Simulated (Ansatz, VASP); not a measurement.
**Two plane-wave programs on HfO2**

```
CELL_PARAMETERS angstrom
3.69441 0.00000 0.00000
0.00000 3.69441 0.00000
0.00000 0.00000 5.00077
ATOMIC_POSITIONS crystal
Hf 0.50000 0.50000 0.50000
Hf 0.00000 0.00000 0.00000
O 0.00000 0.50000 0.69325
O 0.50000 0.00000 0.80675
O 0.50000 0.00000 0.30675
O 0.00000 0.50000 0.19325
```

Change from the starting cell: strain +0.025 along x and y, -0.050 along z, atoms carried along.

Alike in both runs: task single point; functional PBE; k mesh 6 × 6 × 4; occupations gaussian, width 0.05 eV; no spin polarisation.

|  | VASP | Ansatz |
| --- | --- | --- |
| version | VASP 6.6.1 | Ansatz 0.2.0 |
| potentials or method | VASP PAW PBE potentials, release 64 (Hf_pv, O), cutoff 520 eV | scalar-relativistic, plane waves, PAW |
| valence electrons in the cell | 44 | 76 |

Ansatz gave:

| Quantity | Value |
| --- | --- |
| gap on the k mesh at the Fermi level (eV) | 3.77 |
| least direct gap on the mesh (eV) | 3.81 |
| pressure (GPa) | -1.1 |
| traceless stress, the component that is largest in VASP (GPa) | 17.07 |
| rms of the force components (eV/Å) | 0.095 |

**Question.** Estimate VASP's values.

**Answer.** gap on the k mesh at the Fermi level (eV): 3.73; least direct gap on the mesh (eV): 3.77; pressure (GPa): -4.3; traceless stress, the component that is largest in VASP (GPa): 17.50; rms of the force components (eV/Å): 0.076.

Atom by atom the forces differ by 0.019 eV/Å (rms over components). The functional is the same, so the differences come from potentials, cutoffs and numerics. VASP's potentials hold 44 valence electrons a cell and Ansatz's 76, so a difference there can come from the potentials and not from the codes.

Spin-orbit coupling is off throughout.
